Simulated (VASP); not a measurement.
Here is a VASP 6.6.1 calculation.

INCAR

```
PREC = Accurate ; ENCUT = 520
EDIFF = 1E-7 ; ISMEAR = -1
SIGMA = 0.05 ; LREAL = F
LASPH = T ; NELM = 100
ALGO = Normal ; ISIF = 2
LWAVE = F ; LCHARG = F
GGA = PS ; NBANDS = 14
```

File KPOINTS:

```
Automatic mesh
0
Gamma
  9 9 9
```

POSCAR

```
MgAu
1.0
    3.2590000000      0.0000000000      0.0000000000
    0.0000000000      3.2590000000      0.0000000000
    0.0000000000      0.0000000000      3.2590000000
Mg Au
1 1
Direct
    0.5000000000      0.5000000000      0.5000000000
    0.0000000000      0.0000000000      0.0000000000
```

Potentials or basis: VASP PAW PBE potentials, release 64 (Mg, Au).

The run is started by

```console
$ cat potpaw_PBE.64/Mg/POTCAR potpaw_PBE.64/Au/POTCAR > POTCAR
$ mpirun -np 1 vasp_std > vasp.out
```

Question: Predict the pressure.

Answer: -0.3 GPa.

Caveat: the PAW data sets were made with another functional, which shifts forces and pressure a little.
